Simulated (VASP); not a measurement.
# AlN (F-43m) in VASP: further runs, part 2 of 2

VASP 6.6.1. Earlier steps stand in the parts before.

**4. Vibrations by perturbation theory, PBEsol (phonons at volume x 0.98)**

Contents of INCAR:

```
SYSTEM = AlN
PREC = Accurate
ENCUT = 520
EDIFF = 1E-8
ISMEAR = 0
SIGMA = 0.01
LREAL = .False.
LASPH = .True.
NELM = 80
ALGO = Normal
ISIF = 2
LWAVE = .False.
LCHARG = .False.
GGA = PS
NBANDS = 11
IBRION = 8
NSW = 1
LEPSILON = .True.
```

Contents of KPOINTS:

```
regular mesh
0
Gamma
  10 10 10
  0 0 0
```

Contents of POSCAR:

```
AlN
1.0
    0.0000000000      2.1741493606      2.1741493606
    2.1741493606      0.0000000000      2.1741493606
    2.1741493606      2.1741493606      0.0000000000
Al N
1 1
Direct
    0.0000000000      0.0000000000      0.0000000000
    0.7500000000      0.7500000000      0.7500000000
```

Potentials or basis: VASP PAW PBE potentials, release 64 (Al, N).

Command:

```bash
cat potpaw_PBE.64/Al/POTCAR potpaw_PBE.64/N/POTCAR > POTCAR
mpirun -np 1 vasp_std > vasp.out
```

OUTCAR:

```text
SYSTEM = AlN
   PREC = Accurate
   ENCUT = 520
   EDIFF = 1E-8
   ISMEAR = 0
   LREAL = .False.
   LASPH = .True.
   NELM = 80
   ISIF = 2
   GGA = PS
   IBRION = 8
   NSW = 1
   LEPSILON = .True.

 ion  position               nearest neighbor table
   1  0.000  0.000  0.000-   2 1.88   2 1.88   2 1.88   2 1.88
   2  0.750  0.750  0.750-   1 1.88   1 1.88   1 1.88   1 1.88

  LATTYP: Found a face centered cubic cell.
 ALAT       =     4.3482987212

  Lattice vectors:

 A1 = (   0.0000000000,   2.1741493606,   2.1741493606)
 A2 = (   2.1741493606,   0.0000000000,   2.1741493606)
 A3 = (   2.1741493606,   2.1741493606,   0.0000000000)

Analysis of symmetry for initial positions (statically):
=====================================================================
 Subroutine PRICEL returns:
 Original cell was already a primitive cell.

 Routine SETGRP: Setting up the symmetry group for a
 face centered cubic supercell.

 Subroutine GETGRP returns: Found 24 space group operations
 (whereof 24 operations were pure point group operations)
 out of a pool of 48 trial point group operations.

The static configuration has the point symmetry T_d .

Analysis of symmetry for dynamics (positions and initial velocities):
=====================================================================
 Subroutine PRICEL returns:
 Original cell was already a primitive cell.

 Routine SETGRP: Setting up the symmetry group for a
 face centered cubic supercell.

 Subroutine GETGRP returns: Found 24 space group operations
 (whereof 24 operations were pure point group operations)
 out of a pool of 48 trial point group operations.

The dynamic configuration has the point symmetry T_d .

 Subroutine INISYM returns: Found 24 space group operations
 (whereof 24 operations are pure point group operations),
 and found     1 'primitive' translations

----------------------------------------------------------------------------------------

                                     Primitive cell

  volume of cell :      20.5541

  direct lattice vectors                    reciprocal lattice vectors
     0.000000000  2.174149361  2.174149361    -0.229975000  0.229975000  0.229975000
     2.174149361  0.000000000  2.174149361     0.229975000 -0.229975000  0.229975000
     2.174149361  2.174149361  0.000000000     0.229975000  0.229975000 -0.229975000

  length of vectors
     3.074711512  3.074711512  3.074711512     0.398328385  0.398328385  0.398328385

  position of ions in fractional coordinates (direct lattice)
     0.000000000  0.000000000  0.000000000
     0.750000000  0.750000000  0.750000000

[... 524 lines left out ...]
 -----------------------------------------------------------------------------
    -0.00035  0.60699  0.00000
     0.60699 -0.00035  0.00000
     0.00000  0.00000  0.00037

--------------------------------------- Ionic step        4  -------------------------------------------

------------------------ aborting loop because EDIFF is reached ----------------------------------------

[... ionic steps 5 to 6 ...]

--------------------------------------- Ionic step        7  -------------------------------------------

 Free energy of the ion-electron system (eV)
  ---------------------------------------------------
  ---------------------------------------------------
  free energy    TOTEN  =        -0.23761042 eV

  energy without entropy =       -0.23761042

------------------------ aborting loop because EDIFF is reached ----------------------------------------

 INTERNAL STRAIN TENSOR  FOR ION    2  DIRECTION 1   (eV/Angst):
 -----------------------------------------------------------------------------
    -0.00022  0.00000  0.00000
     0.00000  0.00042 10.10854
     0.00000 10.10854  0.00042

 MACROSCOPIC STATIC DIELECTRIC TENSOR (including local field effects in DFT)
 ------------------------------------------------------
           4.604197     0.000000     0.000000
          -0.000000     4.604197     0.000000
           0.000000    -0.000000     4.604197
 ------------------------------------------------------

 PIEZOELECTRIC TENSOR (including local field effects)  for field in x, y, z        (e  Angst)
          XX          YY          ZZ          XY          YZ          ZX
  --------------------------------------------------------------------------------
  x     0.00000    -0.00000    -0.00000     0.00000     0.77858     0.00000
  y    -0.00000     0.00000    -0.00000     0.00000     0.00000     0.77858
  z    -0.00000    -0.00000     0.00000     0.77858     0.00000     0.00000

 PIEZOELECTRIC TENSOR (including local field effects)  for field in x, y, z        (C/m^2)
          XX          YY          ZZ          XY          YZ          ZX
  --------------------------------------------------------------------------------
  x     0.00000    -0.00000    -0.00000     0.00000     0.60690     0.00000
  y    -0.00000     0.00000    -0.00000     0.00000     0.00000     0.60690
  z    -0.00000    -0.00000     0.00000     0.60690     0.00000     0.00000

 BORN EFFECTIVE CHARGES (including local field effects) (in |e|, cummulative output)
 ---------------------------------------------------------------------------------
 ion    1
    1     2.53076    -0.00000     0.00000
    2     0.00000     2.53076    -0.00000
    3     0.00000    -0.00000     2.53076
 ion    2
    1    -2.53076     0.00000    -0.00000
    2     0.00000    -2.53076     0.00000
    3    -0.00000     0.00000    -2.53076

 INTERNAL STRAIN TENSOR FOR ION    2 for displacements in x,y,z  (eV/Angst):
          X           Y           Z          XY          YZ          ZX
  --------------------------------------------------------------------------------
  x     0.00000     0.00000     0.00000     0.00000    10.10854     0.00000
  y     0.00000     0.00000     0.00000     0.00000     0.00000    10.10854
  z     0.00000     0.00000     0.00000    10.10854     0.00000     0.00000

 SECOND DERIVATIVES (NOT SYMMETRIZED)
 ------------------------------------
               1X          1Y          1Z          2X          2Y          2Z
  1X   -15.259450    0.000000    0.000000   15.259450    0.000000    0.000000
  1Y     0.000000  -15.259450    0.000000    0.000000   15.259450    0.000000
  1Z     0.000000    0.000000  -15.259450    0.000000    0.000000   15.259450
  2X    15.258738    0.000000    0.000000  -15.258738    0.000000    0.000000
  2Y     0.000000   15.258738    0.000000    0.000000  -15.258738    0.000000
  2Z     0.000000    0.000000   15.258738    0.000000    0.000000  -15.258738

 Eigenvectors and eigenvalues of the dynamical matrix
 ----------------------------------------------------

   1 f  =   20.114143 THz   126.380885 2PiTHz  670.935576 cm-1    83.185372 meV
             X         Y         Z           dx          dy          dz
      0.000000  0.000000  0.000000     0.000000    0.584507    0.000000
      3.261224  3.261224  3.261224     0.000000   -0.811389    0.000000
[... 21 lines left out ...]
   6 f/i=    0.000223 THz     0.001399 2PiTHz    0.007425 cm-1     0.000921 meV
             X         Y         Z           dx          dy          dz
      0.000000  0.000000  0.000000     0.000000    0.000000    0.811389
      3.261224  3.261224  3.261224     0.000000    0.000000    0.584507

--------------------------------------------------------------------------------------------------------

 MACROSCOPIC STATIC DIELECTRIC TENSOR IONIC CONTRIBUTION
 ------------------------------------------------------
           3.695231     0.000000    -0.000000
           0.000000     3.695231    -0.000000
          -0.000000    -0.000000     3.695231
 ------------------------------------------------------

 ELASTIC MODULI CONTR FROM IONIC RELAXATION (kBar)
 Direction    XX          YY          ZZ          XY          YZ          ZX
 --------------------------------------------------------------------------------
 XX          -0.0000     -0.0000     -0.0000     -0.0000      0.0000     -0.0000
 YY          -0.0000     -0.0000     -0.0000     -0.0000     -0.0000      0.0000
 ZZ          -0.0000     -0.0000     -0.0000      0.0000     -0.0000     -0.0000
 XY          -0.0000     -0.0000      0.0000   -493.7768      0.0000      0.0000
 YZ           0.0000     -0.0000     -0.0000      0.0000   -493.7768     -0.0000
 ZX          -0.0000      0.0000     -0.0000      0.0000     -0.0000   -493.7768
 --------------------------------------------------------------------------------

 PIEZOELECTRIC TENSOR IONIC CONTR  for field in x, y, z        (C/m^2)
          XX          YY          ZZ          XY          YZ          ZX
  --------------------------------------------------------------------------------
  x     0.00000    -0.00000    -0.00000     0.00000    -1.27104    -0.00000
  y    -0.00000     0.00000    -0.00000     0.00000    -0.00000    -1.27104
  z    -0.00000    -0.00000     0.00000    -1.27104     0.00000     0.00000
```

OSZICAR:

```text
N       E                     dE             d eps       ncg     rms          rms(c)
DAV:   1     0.105297137499E+02    0.10530E+02   -0.38355E+03  1042   0.608E+02
DAV:   2    -0.169904114041E+02   -0.27520E+02   -0.26609E+02  1270   0.137E+02
DAV:   3    -0.178605277965E+02   -0.87012E+00   -0.86908E+00  1265   0.233E+01
DAV:   4    -0.178650681320E+02   -0.45403E-02   -0.45400E-02  1172   0.186E+00
[... 135 lines left out ...]
RMM:   7    -0.237611613975E+00    0.30530E-05   -0.69095E-08  6460   0.874E-04    0.834E-05
RMM:   8    -0.237610428546E+00    0.11854E-05   -0.26980E-09  6635   0.110E-04    0.405E-05
RMM:   9    -0.237610385070E+00    0.43476E-07    0.88443E-10  6688   0.371E-05    0.354E-06
RMM:  10    -0.237610415604E+00   -0.30534E-07    0.24736E-10  6901   0.473E-06    0.131E-06
RMM:  11    -0.237610418074E+00   -0.24701E-08    0.13155E-09  5860   0.295E-06    0.155E-07
 Linear response finished
```

Wall time 97 s (1 thread of Intel Xeon Platinum 8559C (Emerald Rapids), shared host); peak memory 0.21 GiB.

What came out:

```
Electronic dielectric tensor (diagonal)                 : 4.60
Born charges (mean of the diagonal)                     : Al +2.53; N -2.53 e
Highest phonon frequency at Γ, LO-TO splitting left out : 671 cm⁻¹
```

Phonon frequencies in cm⁻¹ (negative: imaginary):
```csv
q point,frequencies
"(0.000, 0.000, 0.000)",0 0 0 671 671 671
```

Electronic dielectric tensor:
```
4.60 0.00 0.00
0.00 4.60 0.00
0.00 0.00 4.60
```

Born effective charge tensors (e):
atom 1, Al
```
2.53 0.00 0.00
0.00 2.53 0.00
0.00 0.00 2.53
```
atom 2, N
```
-2.53  0.00  0.00
 0.00 -2.53  0.00
 0.00  0.00 -2.53
```

Caveat: the cell differs from its parent crystal (phonons at volume x 0.98); the cell wasn't relaxed at this level first, which shifts response properties; the PAW data sets were made with another functional, which shifts forces and pressure a little.

**5. Vibrations by perturbation theory, PBEsol**

This run uses another cell than the first one, of 10.49 Å³/atom, 1.080 times its volume.

INCAR: that of step 4 with these lines changed.

```diff
@@ -8,3 +8,3 @@
 LASPH = .True.
-NELM = 80
+NELM = 100
 ALGO = Normal
```

Contents of KPOINTS:

```
Automatic mesh
0
Gamma
  10 10 10
  0 0 0
```

Contents of POSCAR:

```
AlN
1.0
    0.0000000000      2.1888400046      2.1888400046
    2.1888400046      0.0000000000      2.1888400046
    2.1888400046      2.1888400046      0.0000000000
Al N
1 1
Direct
    0.0000000000      0.0000000000      0.0000000000
    0.7500000000      0.7500000000      0.7500000000
```

Potentials or basis: VASP PAW PBE potentials, release 64 (Al, N).

Command:

```bash
cat potpaw_PBE.64/Al/POTCAR potpaw_PBE.64/N/POTCAR > POTCAR
mpirun -np 1 vasp_std > vasp.out
```

OUTCAR:

```text
SYSTEM = AlN
   PREC = Accurate
   ENCUT = 520
   EDIFF = 1E-8
   ISMEAR = 0
   LREAL = .False.
   LASPH = .True.
   NELM = 100
   ISIF = 2
   GGA = PS
   IBRION = 8
   NSW = 1
   LEPSILON = .True.

 ion  position               nearest neighbor table
   1  0.000  0.000  0.000-   2 1.90   2 1.90   2 1.90   2 1.90
   2  0.750  0.750  0.750-   1 1.90   1 1.90   1 1.90   1 1.90

  LATTYP: Found a face centered cubic cell.
[... 665 lines left out ...]
      3.283260  3.283260  3.283260     0.000000   -0.811367    0.000000
[... 21 lines left out ...]
   6 f/i=    0.000936 THz     0.005880 2PiTHz    0.031214 cm-1     0.003870 meV
             X         Y         Z           dx          dy          dz
      0.000000  0.000000  0.000000     0.000000    0.000000    0.811367
      3.283260  3.283260  3.283260     0.000000    0.000000    0.584537

--------------------------------------------------------------------------------------------------------

 MACROSCOPIC STATIC DIELECTRIC TENSOR IONIC CONTRIBUTION
 ------------------------------------------------------
           3.848638    -0.000000     0.000000
          -0.000000     3.848638    -0.000000
           0.000000    -0.000000     3.848638
 ------------------------------------------------------

 ELASTIC MODULI CONTR FROM IONIC RELAXATION (kBar)
 Direction    XX          YY          ZZ          XY          YZ          ZX
 --------------------------------------------------------------------------------
 XX          -0.0000      0.0000      0.0000     -0.0000      0.0000      0.0000
 YY           0.0000     -0.0000      0.0000     -0.0000     -0.0000     -0.0000
 ZZ           0.0000      0.0000     -0.0000      0.0000     -0.0000      0.0000
 XY          -0.0000     -0.0000      0.0000   -404.0156      0.0000      0.0000
 YZ           0.0000     -0.0000     -0.0000      0.0000   -404.0156      0.0000
 ZX           0.0000     -0.0000      0.0000      0.0000      0.0000   -404.0156
 --------------------------------------------------------------------------------

 PIEZOELECTRIC TENSOR IONIC CONTR  for field in x, y, z        (C/m^2)
          XX          YY          ZZ          XY          YZ          ZX
  --------------------------------------------------------------------------------
  x     0.00000    -0.00000    -0.00000     0.00000    -1.17334     0.00000
  y     0.00000    -0.00000     0.00000     0.00000     0.00000    -1.17334
  z    -0.00000    -0.00000    -0.00000    -1.17334    -0.00000     0.00000
```

OSZICAR:

```text
N       E                     dE             d eps       ncg     rms          rms(c)
DAV:   1     0.990940901336E+01    0.99094E+01   -0.38408E+03  1082   0.602E+02
DAV:   2    -0.169541790043E+02   -0.26864E+02   -0.26035E+02  1222   0.138E+02
DAV:   3    -0.178263786555E+02   -0.87220E+00   -0.87115E+00  1259   0.232E+01
DAV:   4    -0.178308648967E+02   -0.44862E-02   -0.44860E-02  1169   0.181E+00
[... 136 lines left out ...]
RMM:   7    -0.237081472340E+00    0.31032E-05   -0.67862E-08  6457   0.885E-04    0.821E-05
RMM:   8    -0.237080260146E+00    0.12122E-05   -0.26585E-09  6646   0.112E-04    0.396E-05
RMM:   9    -0.237080220856E+00    0.39290E-07    0.95003E-10  6666   0.382E-05    0.352E-06
RMM:  10    -0.237080248585E+00   -0.27729E-07    0.54946E-10  6936   0.534E-06    0.136E-06
RMM:  11    -0.237080251803E+00   -0.32185E-08    0.23472E-09  5882   0.356E-06    0.155E-07
 Linear response finished
```

stdout:

```text
POSCAR found type information on POSCAR AlN
 POSCAR found :  2 types and       2 ions
 scaLAPACK will be used
 -----------------------------------------------------------------------------
|                                                                             |
|                                                                             |
[... 39 lines left out ...]
 first order change of Fermi-energy   0.53016E-04
 force on displaced ion       1 direction 1 : -14.393   0.000   0.000
 Born effective charge ion    1 direction 1 :   2.534   0.000   0.000
 Linear response progress:
 first order change of Fermi-energy   0.28486E-03
 force on displaced ion       2 direction 1 : -14.390   0.000   0.000
 Born effective charge ion    2 direction 1 :  -2.533   0.000   0.000
 Born effective charges drift removed
 Linear response finished
```

It took 94 s on 1 thread of Intel Xeon Platinum 8559C (Emerald Rapids), shared host; peak memory 0.22 GiB.

Results:

* Electronic dielectric tensor (diagonal): 4.64
* Born charges (mean of the diagonal): Al +2.53; N -2.53 e
* Highest phonon frequency at Γ, LO-TO splitting left out: 652 cm⁻¹

Phonon frequencies in cm⁻¹ (negative: imaginary):
```tsv
q point	frequencies
(0.000, 0.000, 0.000)	0 0 0 652 652 652
```

Electronic dielectric tensor:
```
4.64 0.00 0.00
0.00 4.64 0.00
0.00 0.00 4.64
```

Born effective charge tensors (e):
atom 1, Al
```
2.53 0.00 0.00
0.00 2.53 0.00
0.00 0.00 2.53
```
atom 2, N
```
-2.53  0.00  0.00
 0.00 -2.53  0.00
 0.00  0.00 -2.53
```

Caveat: the PAW data sets were made with another functional, which shifts forces and pressure a little.
